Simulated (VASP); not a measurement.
# SiC (R3m) in VASP: notebook

Runs on SiC. Level: PBE. Tasks: single point.

Everything below comes from runs of VASP 6.6.1. Logs are shortened: lines on timing, memory, paths and dates and some standing lists are left out, and cuts for length are marked.

## 1. The cell of the first run

Symmetry: R3m, No. 160, trigonal system. Conventional cell: a = 3.142 Å, b = 3.142 Å, c = 7.519 Å, α = 90.00°, β = 90.00°, γ = 120.00°. Within 2.5 Å of Si (site symmetry 3m) lie 4 C at 1.89 to 1.92 Å. Within 2.5 Å of C (site symmetry 3m) lie 4 Si at 1.89 to 1.92 Å.

## 2. Single point, PBE (epitaxial 111 strain +2.0%)

Input file INCAR:

```
SYSTEM = SiC
  ALGO = Normal
  EDIFF = 1E-6
  ENCUT = 520
  GGA = PE
  ISIF = 2
  ISMEAR = 0
  LASPH = .TRUE.
  LCHARG = .FALSE.
  LREAL = .FALSE.
  LWAVE = .FALSE.
  NBANDS = 11
  NELM = 60
  PREC = Accurate
  SIGMA = 0.01
```

Input file KPOINTS:

```
k-points
0
G
  6 6 6
  0 0 0
```

Input file POSCAR:

```
SiC
1.0
   -0.0340047089      2.1876086892      2.1876086892
    2.1876086892     -0.0340047089      2.1876086892
    2.1876086892      2.1876086892     -0.0340047089
Si C
1 1
Direct
   -0.0006111106     -0.0006111106     -0.0006111106
    0.2506111106      0.2506111106      0.2506111106
```

Potentials or basis: VASP PAW PBE potentials, release 64 (Si, C).

Started as:

```
$ cat potpaw_PBE.64/Si/POTCAR potpaw_PBE.64/C/POTCAR > POTCAR
$ mpirun -np 1 vasp_std > vasp.out
```

OUTCAR:

```text
SYSTEM = SiC
   EDIFF = 1E-6
   ENCUT = 520
   GGA = PE
   ISIF = 2
   ISMEAR = 0
   LASPH = .TRUE.
   LREAL = .FALSE.
   NELM = 60
   PREC = Accurate

 ion  position               nearest neighbor table
   1  0.999  0.999  0.999-   2 1.89   2 1.92   2 1.92   2 1.92
   2  0.251  0.251  0.251-   1 1.89   1 1.92   1 1.92   1 1.92

  LATTYP: Found a trigonal (rhomboedric) cell.
 ALAT       =     3.0939327521
 COS(alpha) =     0.4843972417

  Lattice vectors:

 A1 = (  -0.0340047089,   2.1876086892,   2.1876086892)
 A2 = (   2.1876086892,  -0.0340047089,   2.1876086892)
 A3 = (   2.1876086892,   2.1876086892,  -0.0340047089)

Analysis of symmetry for initial positions (statically):
=====================================================================
 Subroutine PRICEL returns:
 Original cell was already a primitive cell.

 Routine SETGRP: Setting up the symmetry group for a
 trigonal (rhombohedral) supercell.

 Subroutine GETGRP returns: Found  6 space group operations
 (whereof  6 operations were pure point group operations)
 out of a pool of 12 trial point group operations.

The static configuration has the point symmetry C_3v.

Analysis of symmetry for dynamics (positions and initial velocities):
=====================================================================
 Subroutine PRICEL returns:
 Original cell was already a primitive cell.

 Routine SETGRP: Setting up the symmetry group for a
 trigonal (rhombohedral) supercell.

 Subroutine GETGRP returns: Found  6 space group operations
 (whereof  6 operations were pure point group operations)
 out of a pool of 12 trial point group operations.

The dynamic configuration has the point symmetry C_3v.

 Subroutine INISYM returns: Found  6 space group operations
 (whereof  6 operations are pure point group operations),
 and found     1 'primitive' translations

----------------------------------------------------------------------------------------

                                     Primitive cell

  volume of cell :      21.4263

  direct lattice vectors                    reciprocal lattice vectors
    -0.034004709  2.187608689  2.187608689    -0.223298753  0.226824568  0.226824568
     2.187608689 -0.034004709  2.187608689     0.226824568 -0.223298753  0.226824568
     2.187608689  2.187608689 -0.034004709     0.226824568  0.226824568 -0.223298753

  length of vectors
     3.093932752  3.093932752  3.093932752     0.390846648  0.390846648  0.390846648

  position of ions in fractional coordinates (direct lattice)
     0.999388889  0.999388889  0.999388889
     0.250611111  0.250611111  0.250611111

  ion indices of the primitive-cell ions
   primitive index   ion index
                 1           1
                 2           2

----------------------------------------------------------------------------------------

 KPOINTS: k-points

Automatic generation of k-mesh.
 Grid dimensions read from file:
 generate k-points for:    6    6    6

 Generating k-lattice:

  Cartesian coordinates                     Fractional coordinates (reciprocal lattice)
    -0.037216459  0.037804095  0.037804095     0.166666667 -0.000000000 -0.000000000
     0.037804095 -0.037216459  0.037804095    -0.000000000  0.166666667 -0.000000000
     0.037804095  0.037804095 -0.037216459    -0.000000000 -0.000000000  0.166666667

  Length of vectors
     0.065141108  0.065141108  0.065141108

  Shift w.r.t. Gamma in fractional coordinates (k-lattice)
     0.000000000  0.000000000  0.000000000

 Subroutine IBZKPT returns following result:
 ===========================================

 Found     32 irreducible k-points:

 Following reciprocal coordinates:
            Coordinates               Weight
  0.000000  0.000000  0.000000      1.000000
  0.166667  0.000000 -0.000000      6.000000
  0.333333  0.000000 -0.000000      6.000000
  0.500000 -0.000000 -0.000000      3.000000
  0.166667  0.166667  0.000000      6.000000
  0.333333  0.166667  0.000000     12.000000
[... 16 lines left out ...]
  0.500000  0.500000  0.166667      6.000000
 -0.333333  0.500000  0.166667     12.000000
 [... further k-points ...]
   k-points           NKPTS =     32   k-points in BZ     NKDIM =     32   number of bands    NBANDS=     11
   number of dos      NEDOS =    301   number of ions     NIONS =      2
   total plane-waves  NPLWV =  13824
   dimension x,y,z NGX =    24 NGY =   24 NGZ =   24
   dimension x,y,z NGXF=    48 NGYF=   48 NGZF=   48
   ions per type =               1   1
   NGX,Y,Z   is equivalent  to a cutoff of  12.90, 12.90, 12.90 a.u.
   NGXF,Y,Z  is equivalent  to a cutoff of  25.79, 25.79, 25.79 a.u.
 SYSTEM =  SiC
   PREC   = accura    normal or accurate (medium, high low for compatibility)
   ISTART =      0    job   : 0-new  1-cont  2-samecut
   ICHARG =      2    charge: 1-file 2-atom 10-const
   ISPIN  =      1    spin polarized calculation?
   LNONCOLLINEAR =      F non collinear calculations
   LSORBIT =      F    spin-orbit coupling
   LASPH  =      T    aspherical Exc in radial PAW
   ENCUT  =  520.0 eV  38.22 Ry    6.18 a.u.   5.75  5.75  5.75*2*pi/ulx,y,z
   NELM   =     60;   NELMIN=  2; NELMDL= -5     # of ELM steps
   EDIFF  = 0.1E-05   stopping-criterion for ELM
   LREAL  =      F    real-space projection
   EDIFFG = 0.1E-04   stopping-criterion for IOM
   NSW    =      0    number of steps for IOM
   IBRION =     -1    ionic relax: 0-MD 1-quasi-New 2-CG
   NFREE  =      0    steps in history (QN), initial steepest desc. (CG)
   ISIF   =      2    stress and relaxation
   ISYM   =      2    0-nonsym 1-usesym 2-fastsym
   POTIM  = 0.5000    time-step for ionic-motion
   TEBEG  =    0.0;   TEEND  =   0.0 temperature during run
   PSTRESS=    0.0 pullay stress
   NELECT =       8.0000    total number of electrons
   NUPDOWN=      -1.0000    fix difference up-down
   EMIN   =  10.00;   EMAX   =-10.00  energy-range for DOS
   EFERMI =   0.00;   METHOD = LEGACY
   ISMEAR =     0;   SIGMA  =   0.01  broadening in eV -4-tet -1-fermi 0-gaus
   EFERMI_NEDOS =   21; number of points for ismear=-14 and -15
   IALGO  =     38    algorithm
   IMIX   =      4    mixing-type and parameters
     AMIX     =   0.40;   BMIX     =  1.00
     AMIX_MAG =   1.60;   BMIX_MAG =  1.00
  volume/ion in A,a.u.               =      10.71        72.30
  Fermi-wavevector in a.u.,A,eV,Ry     =   1.178842  2.227688 18.907577  1.389668
  Thomas-Fermi vector in A             =   2.315163
   LORBIT       =      0    0 simple, 1 ext, 2 COOP (PROOUT), +10 PAW based schemes
   GGA     = PE    functional components
   LHFCALC =     F    Hartree Fock is set to
   AEXX    =    0.0000 exact exchange contribution
   IVDW    =     0    specifies the selected vdW correction
   LEPSILON=     F    determine dielectric tensor
   LRPA    =     F    only Hartree local field effects (RPA)
 non-spin polarized calculation
 Gauss-broadening in eV      SIGMA  =   0.01
  energy-cutoff  :      520.00
  volume of cell :       21.43
 maximum number of plane-waves:       588
   NGX = 11   NGY = 11   NGZ = 11

 number of electron       8.0000001 magnetization

 Free energy of the ion-electron system (eV)
  ---------------------------------------------------
  ext. energy  EPLUGINS =         0.00000000
  ---------------------------------------------------
  free energy    TOTEN  =       -15.03380114 eV

  energy without entropy =      -15.03380114  energy(sigma->0) =      -15.03380114

 E-fermi :   7.9878     XC(G=0): -11.2027

 val. band max:        7.8552086243   @ k =   0.0000   0.0000   0.0000
 cond. band min:       9.0979990604   @ k =   0.5000   0.5000  -0.0000
 fundamental gap:      1.2427904360
 Fermi energy:         7.9878197359

 k-point     1 :       0.0000    0.0000    0.0000
  band No.  band energies     occupation
      1      -7.4083      2.00000
      2       7.6653      2.00000
      3       7.6653      2.00000
      4       7.8552      2.00000
      5      13.4506      0.00000
      6      14.6329      0.00000
      7      14.6329      0.00000
      8      15.2225      0.00000
      9      22.0294      0.00000
     10      22.0294      0.00000
     11      23.6683      0.00000

 k-point     2 :       0.1667    0.0000   -0.0000
  band No.  band energies     occupation
      1      -6.8902      2.00000
      2       5.3142      2.00000
      3       7.3599      2.00000
      4       7.5049      2.00000
      5      13.7876      0.00000
      6      15.1612      0.00000
      7      15.4166      0.00000
      8      15.8236      0.00000
      9      20.4562      0.00000
     10      20.6992      0.00000
     11      23.1559      0.00000

 k-point     3 :       0.3333    0.0000   -0.0000
  band No.  band energies     occupation
      1      -5.4295      2.00000
      2       1.6059      2.00000
      3       6.8856      2.00000
      4       6.9859      2.00000
      5      13.1906      0.00000
      6      15.1185      0.00000
      7      15.3708      0.00000
      8      17.3861      0.00000
      9      21.5074      0.00000
     10      21.9792      0.00000
     11      22.7114      0.00000

 k-point     4 :       0.5000   -0.0000   -0.0000
  band No.  band energies     occupation
      1      -4.0221      2.00000
      2      -0.6436      2.00000
      3       6.6940      2.00000
      4       6.7734      2.00000
      5      12.9426      0.00000
      6      14.7530      0.00000
      7      15.0046      0.00000
      8      17.6227      0.00000
      9      23.4589      0.00000
     10      24.2598      0.00000
     11      24.9060      0.00000

 k-point     5 :       0.1667    0.1667    0.0000
  band No.  band energies     occupation
      1      -6.7085      2.00000
      2       5.9094      2.00000
      3       6.5477      2.00000
      4       6.7430      2.00000
      5      13.0704      0.00000
      6      14.7233      0.00000
      7      16.3859      0.00000
      8      16.6237      0.00000
      9      18.3895      0.00000
     10      22.8201      0.00000
     11      26.0379      0.00000
[... 211 lines left out ...]
 k-point    21 :      -0.3333    0.3333    0.1667
  band No.  band energies     occupation
      1      -2.9407      2.00000
      2       0.4790      2.00000
      3       3.1014      2.00000
      4       4.7268      2.00000
      5      12.7887      0.00000
      6      15.3411      0.00000
      7      17.6939      0.00000
      8      18.8840      0.00000
      9      20.3501      0.00000
     10      23.7362      0.00000
     11      28.2553      0.00000

 k-point    22 :      -0.1667    0.3333    0.1667
  band No.  band energies     occupation
      1      -4.2042      2.00000
      2       1.8461      2.00000
      3       3.7025      2.00000
      4       5.3890      2.00000
      5      12.6012      0.00000
      6      15.2965      0.00000
      7      16.2358      0.00000
      8      19.1585      0.00000
      9      20.6320      0.00000
     10      24.0791      0.00000
     11      27.6619      0.00000

 k-point    23 :       0.5000    0.5000    0.1667
  band No.  band energies     occupation
      1      -3.1523      2.00000
      2       0.9297      2.00000
      3       3.5868      2.00000
      4       4.8770      2.00000
      5      10.3089      0.00000
      6      13.8714      0.00000
      7      19.1555      0.00000
      8      19.4836      0.00000
      9      21.7415      0.00000
     10      25.6060      0.00000
     11      28.7709      0.00000

 k-point    24 :      -0.3333    0.5000    0.1667
  band No.  band energies     occupation
      1      -2.3955      2.00000
      2       0.5166      2.00000
      3       3.3148      2.00000
      4       3.4984      2.00000
      5      11.6655      0.00000
      6      14.6299      0.00000
      7      18.2120      0.00000
      8      19.6314      0.00000
      9      21.4829      0.00000
     10      25.1068      0.00000
     11      28.2046      0.00000

 [... further k-points ...]
[... 5 lines left out ...]
  --------------------------------------------------------------------------------------
  -------------------------------------------------------------------------------------
  Total       -0.5359372     -0.5359372     -0.5359372      0.4820585      0.4820585      0.4820585
  in kB      -40.0752703    -40.0752703    -40.0752703     36.0464364     36.0464364     36.0464364
  external PRESSURE =     -40.0752703 kB  Pullay stress =       0.0000000 kB

 VOLUME and BASIS-vectors are now :
 -----------------------------------------------------------------------------
  energy-cutoff  :      520.00
  volume of cell :       21.43
      direct lattice vectors                 reciprocal lattice vectors
    -0.034004709  2.187608689  2.187608689    -0.223298753  0.226824568  0.226824568
     2.187608689 -0.034004709  2.187608689     0.226824568 -0.223298753  0.226824568
     2.187608689  2.187608689 -0.034004709     0.226824568  0.226824568 -0.223298753

 POSITION                                       TOTAL-FORCE (eV/Angst)
 -----------------------------------------------------------------------------------
      4.33856      4.33856      4.33856        -0.013545     -0.013545     -0.013545
      1.08796      1.08796      1.08796         0.013545      0.013545      0.013545
 -----------------------------------------------------------------------------------
    total drift:                                0.000148      0.000148      0.000148

  FREE ENERGIE OF THE ION-ELECTRON SYSTEM (eV)
  ---------------------------------------------------
  free  energy   TOTEN  =       -15.0338011361 eV

  energy  without entropy=      -15.0338011361  energy(sigma->0) =      -15.03380114
```

Wall time 16 s (1 thread of Intel Xeon 8259CL, shared host); peak memory 0.1 GiB.

Results:

```
Free energy            : -15.0338 eV
Pressure               : -4.0 GPa
Largest force          : 0.023 eV/Å
Band gap on the k mesh : 1.24 eV, indirect (least direct gap 4.36 eV)
```

Forces on the atoms (eV/Å):
```
Si  -0.014 -0.014 -0.014
C    0.014  0.014  0.014
```

Stress tensor (GPa, compression positive):
```
-4.01  3.60  3.60
 3.60 -4.01  3.60
 3.60  3.60 -4.01
```

Caveat: the cell differs from its parent crystal (epitaxial 111 strain +2.0%).

## 3. Single point, PBE (epitaxial 111 strain +3.0%)

Input file INCAR:

```
ALGO = Normal ; EDIFF = 1E-6
ENCUT = 520 ; GGA = PE
ISIF = 2 ; ISMEAR = 0
LASPH = T ; LCHARG = T
LELF = T ; LREAL = F
LVHAR = T ; LWAVE = F
NBANDS = 11 ; NELM = 100
PREC = Accurate ; SIGMA = 0.01
```

Input file KPOINTS:

```
k-points
0
Gamma
  6 6 6
```

Input file POSCAR:

```
SiC
1.0
   -0.0509911692      2.1924027524      2.1924027524
    2.1924027524     -0.0509911692      2.1924027524
    2.1924027524      2.1924027524     -0.0509911692
Si C
1 1
Direct
   -0.0008577277     -0.0008577277     -0.0008577277
    0.2508577277      0.2508577277      0.2508577277
```

Potentials or basis: VASP PAW PBE potentials, release 64 (Si, C).

Started as:

```
$ cat potpaw_PBE.64/Si/POTCAR potpaw_PBE.64/C/POTCAR > POTCAR
$ mpirun -np 1 vasp_std > vasp.out
```

Run time: 18 s. Hardware: 1 thread of Intel Xeon 8259CL, shared host; peak memory 0.1 GiB.

It converged, with:

```
Free energy            : -15.0067 eV
Pressure               : -7.3 GPa
Largest force          : 0.036 eV/Å
Band gap on the k mesh : 1.19 eV, indirect (least direct gap 4.26 eV)
```

Forces in eV/Å, atoms in the order of the input:
```
Si  -0.021 -0.021 -0.021
C    0.021  0.021  0.021
```

Stress tensor (GPa, compression positive):
```
-7.28  5.19  5.19
 5.19 -7.28  5.19
 5.19  5.19 -7.28
```

Levels at points of the mesh, in eV from the valence-band top:
| k point | band 1 | band 2 | band 3 | band 4 | band 5 | band 6 | band 7 | band 8 |
| --- | --- | --- | --- | --- | --- | --- | --- | --- |
| (0.00, 0.00, 0.00) | -15.18 | -0.26 | -0.26 | 0.00 | 5.26 | 6.54 | 6.54 | 7.44 |
| (0.50, 0.00, 0.00) | -11.88 | -8.46 | -1.19 | -1.09 | 4.92 | 6.75 | 7.13 | 9.64 |
| (0.50, 0.50, 0.00) | -10.40 | -7.81 | -3.45 | -3.06 | 1.19 | 4.00 | 13.05 | 13.24 |
| (0.50, 0.50, 0.50) | -11.55 | -8.33 | -1.42 | -1.42 | 4.31 | 6.54 | 6.54 | 9.43 |

Caveat: the cell differs from its parent crystal (epitaxial 111 strain +3.0%). A k mesh can miss the band edges.

## 4. Single point, PBE (epitaxial 111 strain +4.0%)

Input file INCAR:

```
  ALGO = Normal
  EDIFF = 1E-6
  ENCUT = 520
  GGA = PE
  ISIF = 2
  ISMEAR = 0
  LASPH = True
  LCHARG = True
  LELF = True
  LREAL = False
  LVHAR = True
  LWAVE = False
  NBANDS = 11
  NELM = 100
  PREC = Accurate
  SIGMA = 0.01
```

KPOINTS is that of step 3.

Input file POSCAR:

```
SiC
1.0
   -0.0678959875      2.1972784576      2.1972784576
    2.1972784576     -0.0678959875      2.1972784576
    2.1972784576      2.1972784576     -0.0678959875
Si C
1 1
Direct
   -0.0010698463     -0.0010698463     -0.0010698463
    0.2510698463      0.2510698463      0.2510698463
```

Started as:

```
$ cat potpaw_PBE.64/Si/POTCAR potpaw_PBE.64/C/POTCAR > POTCAR
$ mpirun -np 1 vasp_std > vasp.out
```

It took 16 s on 1 thread of Intel Xeon 8259CL, shared host; peak memory 0.1 GiB.

The run converged. Its results:

```
Free energy            : -14.9672 eV
Pressure               : -10.2 GPa
Largest force          : 0.047 eV/Å
Band gap on the k mesh : 1.15 eV, indirect (least direct gap 4.16 eV)
```

Forces on the atoms (eV/Å):
```
Si  -0.027 -0.027 -0.027
C    0.027  0.027  0.027
```

Stress tensor (GPa, compression positive):
```
-10.24   6.63   6.63
  6.63 -10.24   6.63
  6.63   6.63 -10.24
```

Levels at points of the mesh, in eV from the valence-band top:
| k point | band 2 | band 3 | band 4 | band 5 | band 6 | band 7 |
| --- | --- | --- | --- | --- | --- | --- |
| (0.00, 0.00, 0.00) | -0.32 | -0.32 | 0.00 | 4.93 | 6.32 | 6.32 |
| (0.50, 0.00, 0.00) | -8.42 | -1.21 | -1.09 | 4.76 | 6.61 | 7.11 |
| (0.50, 0.50, 0.00) | -7.79 | -3.50 | -3.01 | 1.15 | 3.92 | 12.71 |
| (0.50, 0.50, 0.50) | -8.25 | -1.51 | -1.51 | 3.97 | 6.35 | 6.35 |

Caveat: the cell differs from its parent crystal (epitaxial 111 strain +4.0%).

## 5. Single point, PBE (epitaxial 111 strain -4.0%)

Input file INCAR:

```
SYSTEM = SiC
PREC = Accurate ; ENCUT = 520
EDIFF = 1E-6 ; ISMEAR = -1
SIGMA = 0.02 ; LREAL = .FALSE.
LASPH = .TRUE. ; NELM = 80
ALGO = Normal ; ISIF = 2
LWAVE = .FALSE. ; LCHARG = .FALSE.
GGA = PE ; NBANDS = 11
```

Input file KPOINTS:

```
regular mesh
0
G
  10 10 10
  0 0 0
```

Input file POSCAR:

```
SiC
1.0
    0.0697494642      2.1606797212      2.1606797212
    2.1606797212      0.0697494642      2.1606797212
    2.1606797212      2.1606797212      0.0697494642
Si C
1 1
Direct
    0.0017486235      0.0017486235      0.0017486235
    0.2482513765      0.2482513765      0.2482513765
```

Started as:

```
$ cat potpaw_PBE.64/Si/POTCAR potpaw_PBE.64/C/POTCAR > POTCAR
$ mpirun -np 1 vasp_std > vasp.out
```

Run time: 43 s. Hardware: 1 thread of Intel Xeon 8259CL, shared host; peak memory 0.12 GiB.

It converged, with:

- Free energy: -14.8885 eV
- Pressure: 22.9 GPa
- Largest force: 0.058 eV/Å
- Band gap on the k mesh: 1.02 eV, indirect (least direct gap 4.23 eV)

Forces on the atoms (eV/Å):
```
Si   0.034  0.034  0.034
C   -0.034 -0.034 -0.034
```

Stress tensor (GPa, compression positive):
```
22.89 -9.33 -9.33
-9.33 22.89 -9.33
-9.33 -9.33 22.89
```

Levels at points of the mesh, in eV from the valence-band top:
```
           k point  band 2  band 3  band 4  band 5  band 6  band 7
(0.00, 0.00, 0.00)   -0.59    0.00    0.00    5.98    7.86    8.03
(0.50, 0.00, 0.00)   -9.10   -1.51   -1.23    5.60    6.96    7.44
(0.50, 0.50, 0.00)   -8.24   -3.83   -3.21    1.02    4.46   14.44
(0.50, 0.50, 0.50)   -9.35   -0.91   -0.91    6.65    7.83    7.83
```

Caveat: the cell differs from its parent crystal (epitaxial 111 strain -4.0%). A k mesh can miss the band edges.

[end of part 1 of 2]
